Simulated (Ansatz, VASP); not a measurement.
**SiMo5 in VASP and in Ansatz**

```
CELL_PARAMETERS angstrom
4.60906 0.00000 0.00000
-2.30453 3.99156 0.00000
0.00000 0.00000 5.07762
ATOMIC_POSITIONS crystal
Si 0.00000 0.00000 0.00000
Mo 0.33333 0.66667 0.75158
Mo 0.33333 0.66667 0.24842
Mo 0.66667 0.33333 0.24842
Mo 0.66667 0.33333 0.75158
Mo 0.00000 0.00000 0.50000
```

Alike in both runs: functional PBE; k mesh 4 × 4 × 3; occupations gaussian, width 0.2 eV; no spin polarisation.

Ansatz relaxed the structure, and its values are those at the end. VASP's run is a single point on that final structure, the one shown.

|  | VASP | Ansatz |
| --- | --- | --- |
| version | VASP 6.6.1 | Ansatz 0.2.0 |
| potentials or method | VASP PAW PBE potentials, release 64 (Si, Mo_sv), cutoff 500 eV | scalar-relativistic, plane waves, PAW |
| valence electrons in the cell | 74 | 74 |

|  | VASP | Ansatz | Ansatz less VASP |
| --- | --- | --- | --- |
| gap on the k mesh at the Fermi level (eV) | none | none | - |
| pressure (GPa) | 0.6 | 0.2 | -0.45 |
| rms of the force components (eV/Å) | 0.015 | 0.018 | +0.0031 |

A gap of «none» marks a metal or a gap that the smearing closes.

The k mesh is coarse, so the values compare programs but aren't converged.
